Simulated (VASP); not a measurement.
Input of a VASP 6.6.1 run:

File INCAR:

```
PREC = Accurate ; ENCUT = 500
EDIFF = 1E-7 ; ISMEAR = 0
SIGMA = 0.01 ; LREAL = F
LASPH = T ; NELM = 120
ALGO = Normal ; ISIF = 3
LWAVE = F ; LCHARG = F
GGA = PS ; IBRION = 2
NSW = 100 ; EDIFFG = -0.002
GGA_COMPAT = F ; NELMIN = 4
```

Contents of KPOINTS:

```
regular mesh
0
Gamma
  10 10 10
```

POSCAR

```
GaAs
1.0
    0.0000000000      2.8750910500      2.8750910500
    2.8750910500      0.0000000000      2.8750910500
    2.8750910500      2.8750910500      0.0000000000
Ga As
1 1
Direct
    0.0000000000      0.0000000000      0.0000000000
    0.2500000000      0.2500000000      0.2500000000
```

Potentials or basis: VASP PAW PBE potentials, release 64 (Ga_d, As).

Run with:

```bash
$ cat potpaw_PBE.64/Ga_d/POTCAR potpaw_PBE.64/As/POTCAR > POTCAR
$ mpirun -np 1 vasp_std > vasp.out
```

Question: What does it give for the relaxed volume?

Answer: 22.71 Å³/atom.

Question: Predict the space group after relaxing (to 0.05 Å).

Answer: F-43m (No. 216).

Question: What does it give for the relaxed cell?

Answer: a = 4.005 Å, b = 4.005 Å, c = 4.005 Å, α = 60.00°, β = 60.00°, γ = 60.00°.

Final structure:
```yaml
crystal:
  lattice:
    - [0.00000, 2.83169, 2.83169]
    - [2.83169, 0.00000, 2.83169]
    - [2.83169, 2.83169, 0.00000]
  atoms:
    - { symbol: Ga, position: [0.00000, 0.00000, 0.00000] }
    - { symbol: As, position: [0.25000, 0.25000, 0.25000] }
```

Caveat: the PAW data sets were made with another functional, which shifts forces and pressure a little.
